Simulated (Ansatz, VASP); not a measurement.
# One calculation of Al2O3, two programs

```
Al O
1.0
     2.38025    1.37424    4.33187
    -2.38025    1.37424    4.33187
     0.00000   -2.74848    4.33187
Al O
4 6
Direct
  0.85216 0.85216 0.85216
  0.64784 0.64784 0.64784
  0.14784 0.14784 0.14784
  0.35216 0.35216 0.35216
  0.05668 0.75000 0.44332
  0.75000 0.44332 0.05668
  0.44332 0.05668 0.75000
  0.94332 0.25000 0.55668
  0.25000 0.55668 0.94332
  0.55668 0.94332 0.25000
```

Alike in both runs: task relaxation of cell and atoms; functional PBEsol; k mesh 7 × 7 × 7; occupations fermi-dirac, width 0.05 eV; no spin polarisation.

```csv
,VASP,Ansatz
version,VASP 6.6.1,Ansatz 0.2.0
potentials or method,"VASP PAW PBE potentials, release 64 (Al, O)",Ansatz PAW
plane-wave cutoff (eV),600,420
valence electrons in the cell,48,48
```

|  | VASP | Ansatz | Ansatz less VASP |
| --- | --- | --- | --- |
| relaxed volume (Å³/atom) | 8.55 | 8.56 | +0.009 |
| relaxed length of the cell vector where the two differ most in proportion (Å) | 5.138 | 5.140 | +0.0019 |

VASP's potentials were made for PBE, not for PBEsol.

Noted on Ansatz's run: odd divisions of the mesh miss points on the zone boundary, where band edges often lie, so the gap on the mesh can be too wide; the plane-wave basis is chosen anew once the cell has moved, so the energies of steps on either side of that aren't comparable.
